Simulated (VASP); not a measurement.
Input of a VASP 6.6.1 run:

INCAR

```
SYSTEM = MnPt
PREC     = Accurate       ! precision mode
ENCUT    = 520            ! plane-wave cutoff, eV
EDIFF    = 1E-6           ! SCF threshold, eV
ISMEAR   = 0              ! smearing method
SIGMA    = 0.05           ! smearing width, eV
LREAL    = .False.        ! projectors in reciprocal space
LASPH    = .True.         ! aspherical terms in the spheres
NELM     = 150            ! most SCF steps
ALGO     = Normal         ! electronic algorithm
ISIF     = 2              ! what is computed and relaxed
LWAVE    = .False.        ! write WAVECAR
LCHARG   = .True.         ! write CHGCAR
ISPIN    = 2              ! spin polarisation
MAGMOM   = 3.5 -3.5 0 0   ! initial moments
LORBIT   = 11             ! projections on sites
LMAXMIX  = 4              ! l up to which the mixer works
GGA      = CA             ! functional
LELF     = .True.         ! ELF
LVHAR    = .True.       
NBANDS   = 35             ! bands
```

KPOINTS

```
Automatic mesh
0
Gamma
  12 12 6
  0 0 0
```

Contents of POSCAR:

```
MnPt
1.0
    2.7618001113      0.0000000000      0.0000000000
    0.0000000000      2.7618001113      0.0000000000
    0.0000000000      0.0000000000      7.1323529458
Mn Pt
2 2
Direct
    0.0000000000      0.0000000000      0.0000000000
    0.0000000000      0.0000000000      0.5000000000
    0.5000000000      0.5000000000      0.2500000000
    0.5000000000      0.5000000000      0.7500000000
```

Potentials or basis: VASP PAW LDA potentials, release 64 (Mn_pv, Pt).

The run is started by

```bash
$ cat potpaw_LDA.64/Mn_pv/POTCAR potpaw_LDA.64/Pt/POTCAR > POTCAR
$ mpirun -np 1 vasp_std > vasp.out
```

Problem. Predict the net moment.

Solution. 0.00 μB per cell.

Problem. Predict the pressure.

Solution. -1.3 GPa.

Problem. Estimate the band gap on the k mesh.

Solution. Zero (filled and empty bands overlap).

Stress tensor (GPa, compression positive):
```
-3.16  0.00  0.00
 0.00 -3.16  0.00
 0.00  0.00  2.53
```

Caveat: the stress differs along the axes, from -3 to 3 GPa; the antiferromagnetic order is the one typed at the start, and another may lie lower; spin-orbit coupling is left out, which moves the levels of the heavy elements.
